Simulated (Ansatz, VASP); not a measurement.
# Two plane-wave programs on Si

File INCAR:

```
ALGO     = Normal         # electronic algorithm
EDIFF    = 1E-6           # SCF threshold, eV
ENCUT    = 520            # plane-wave cutoff, eV
GGA      = PE             # functional
ISIF     = 2              # what is computed and relaxed
ISMEAR   = 0              # smearing method
LASPH    = T              # aspherical terms in the spheres
LCHARG   = F              # write CHGCAR
LREAL    = F              # projectors in reciprocal space
LWAVE    = F              # write WAVECAR
NBANDS   = 26             # bands
NELM     = 80             # most SCF steps
PREC     = Accurate       # precision mode
SIGMA    = 0.05           # smearing width, eV
```

The input KPOINTS:

```
k-points
0
Gamma
  10 10 4
```

POSCAR

```
Si
1.0
    0.0000000000      0.0000000000      3.8608359371
    3.3455832253     -3.3455832253     -1.9304179686
    6.6911664507      6.6911664507      0.0000000000
Si
8
Direct
   -0.0601124772      0.0000000000      0.1786105076
    0.4519493730      0.0000000000      0.6786105076
    0.4519493730      0.0000000000      0.3213894924
   -0.0601124772      0.0000000000      0.8213894924
    0.8092677651      0.6427789847      0.0000000000
    0.4416743238      0.6427789847      0.5000000000
    0.1664887804      0.3572210153      0.0000000000
    0.7988953391      0.3572210153      0.5000000000
```

Input for Ansatz:

```yaml
crystal:
  lattice:
    - [0.0, 0.0, 3.8608359371]
    - [3.3455832253, -3.3455832253, -1.9304179686]
    - [6.6911664507, 6.6911664507, 0.0]
  atoms:
    - { symbol: Si, position: [-0.0601124772, 0.0, 0.1786105076] }
    - { symbol: Si, position: [0.451949373, 0.0, 0.6786105076] }
    - { symbol: Si, position: [0.451949373, 0.0, 0.3213894924] }
    - { symbol: Si, position: [-0.0601124772, 0.0, 0.8213894924] }
    - { symbol: Si, position: [0.8092677651, 0.6427789847, 0.0] }
    - { symbol: Si, position: [0.4416743238, 0.6427789847, 0.5] }
    - { symbol: Si, position: [0.1664887804, 0.3572210153, 0.0] }
    - { symbol: Si, position: [0.7988953391, 0.3572210153, 0.5] }
basis:
  ecutwfc: 420
kpoints:
  mp_grid: { grid: [10, 10, 4] }
hamiltonian:
  xc: pbe
  pseudopotentials: { kind: paw, azcp: { folder: soft_1 } }
scf:
  occupations: { method: gaussian, width: 0.05 }
output:
  forces: true
  stress: true
  eigenvalues: true
```

Change from the starting cell: mode 4 frozen in at -0.256 Å and mode 7 at -0.209 Å (largest displacements).

Alike in both runs: task single point; functional PBE; k mesh 10 × 10 × 4; occupations gaussian, width 0.05 eV; no spin polarisation.

|  | VASP | Ansatz |
| --- | --- | --- |
| version | VASP 6.6.1 | Ansatz 0.2.0 |
| potentials or method | VASP PAW PBE potentials, release 64 (Si), cutoff 520 eV | scalar-relativistic, plane waves, PAW |
| valence electrons in the cell | 32 | 32 |

Ansatz gave:

| Quantity | Value |
| --- | --- |
| gap on the k mesh at the Fermi level (eV) | none |
| pressure (GPa) | -1.5 |
| traceless stress, the component that is largest in VASP (GPa) | 0.23 |
| rms of the force components (eV/Å) | 0.460 |

Problem. Estimate VASP's values.

Solution. gap on the k mesh at the Fermi level (eV): none; pressure (GPa): -1.5; traceless stress, the component that is largest in VASP (GPa): 0.21; rms of the force components (eV/Å): 0.460.

Atom by atom the forces differ by 0.002 eV/Å (rms over components). A gap of «none» marks a metal or a gap that the smearing closes. The functional is the same, so the differences come from potentials, cutoffs and numerics.
